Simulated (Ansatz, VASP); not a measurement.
One calculation of SrRe, two programs

File INCAR:

```
SYSTEM = SrRe
PREC = Accurate ; ENCUT = 520
EDIFF = 1E-6 ; ISMEAR = 0
SIGMA = 0.1 ; LREAL = .FALSE.
LASPH = .TRUE. ; NELM = 150
ALGO = Fast ; ISIF = 2
LWAVE = .FALSE. ; LCHARG = .TRUE.
ISPIN = 2 ; MAGMOM = 0 1
LORBIT = 11 ; LMAXMIX = 4
GGA = PE ; LELF = .TRUE.
LVHAR = .TRUE. ; NBANDS = 20
```

Contents of KPOINTS:

```
Automatic mesh
0
G
  6 6 4
  0 0 0
```

POSCAR

```
SrRe
1.0
    2.9840576611      0.0000000000      0.0000000000
   -1.4920288306      2.5842697409      0.0000000000
    0.0000000000      0.0000000000      5.4929901691
Sr Re
1 1
Direct
    0.3333333333      0.6666666667      0.5000000000
    0.0000000000      0.0000000000      0.0000000000
```

Input for Ansatz:

```yaml
crystal:
  lattice:
    - [2.9840576611, 0.0, 0.0]
    - [-1.4920288306, 2.5842697409, 0.0]
    - [0.0, 0.0, 5.4929901691]
  atoms:
    - { symbol: Sr, position: [0.3333333333, 0.6666666667, 0.5] }
    - { symbol: Re, position: [0.0, 0.0, 0.0], spin: 1.0 }
basis:
  ecutwfc: 420
kpoints:
  mp_grid: { grid: [6, 6, 4] }
hamiltonian:
  xc: pbe
scf:
  occupations: { method: gaussian, width: 0.1 }
  lower_state_search: "off"
output:
  forces: true
  stress: true
  eigenvalues: true
  populations: true
magnetization:
  spin_polarized: true
```

Alike in both runs: task single point; functional PBE; k mesh 6 × 6 × 4; occupations gaussian, width 0.1 eV; collinear spin.

```csv
,VASP,Ansatz
version,VASP 6.6.1,Ansatz 0.2.0
potentials or method,"VASP PAW PBE potentials, release 64 (Sr_sv, Re), cutoff 520 eV","scalar-relativistic, plane waves, PAW"
valence electrons in the cell,17,25
```

VASP gave:

```
gap on the k mesh at the Fermi level (eV)                     : none
pressure (GPa)                                                : 0.1
traceless stress, the component that is largest in VASP (GPa) : -0.36
net moment per atom (μB)                                      : 0.00
```

**Question.** Which values does Ansatz return?

**Answer.** gap on the k mesh at the Fermi level (eV): none; pressure (GPa): -0.1; traceless stress, the component that is largest in VASP (GPa): -0.13; net moment per atom (μB): 0.00.

A gap of «none» marks a metal or a gap that the smearing closes. VASP's potentials hold 17 valence electrons a cell and Ansatz's 25, so a difference there can come from the potentials and not from the codes. Ansatz's warnings: seeded moment not kept.

The k mesh is coarse, so the values compare programs but aren't converged. Spin-orbit coupling is off throughout.
